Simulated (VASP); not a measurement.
Runs of VASP 6.6.1 on BAs. The structure is that of space group P4_2/mnm (No. 136), or close to it. The cells are those of the table. 

```csv
task,cell,k mesh,cutoff (eV),smearing,gap on the mesh (eV),pressure (GPa)
single point,"a = 5.886, b = 5.886, c = 3.390 Å, 8 atoms",4 × 4 × 6,520,gaussian 0.1 eV,0.83,0.7
single point,"a = 5.614, b = 5.614, c = 3.369 Å, 8 atoms",4 × 4 × 6,520,gaussian 0.1 eV,0.36,15.8
relaxation of cell and atoms,"relaxed from a = 5.886, b = 5.886, c = 3.390 Å, 8 atoms",6 × 6 × 8,600,gaussian 0.02 eV,0.85,0.0
single point,"a = 5.888, b = 5.888, c = 3.390 Å, 8 atoms",6 × 6 × 8,520,gaussian 0.02 eV,(b),(a)
```

Alike in all rows: level PBE; potentials or basis VASP PAW PBE potentials, release 64 (B, As); no spin polarisation.

Fill in the values left out.

(a) 0.6; (b) 0.84.

A k mesh can miss the band edges, and the runs leave out spin-orbit coupling on As.
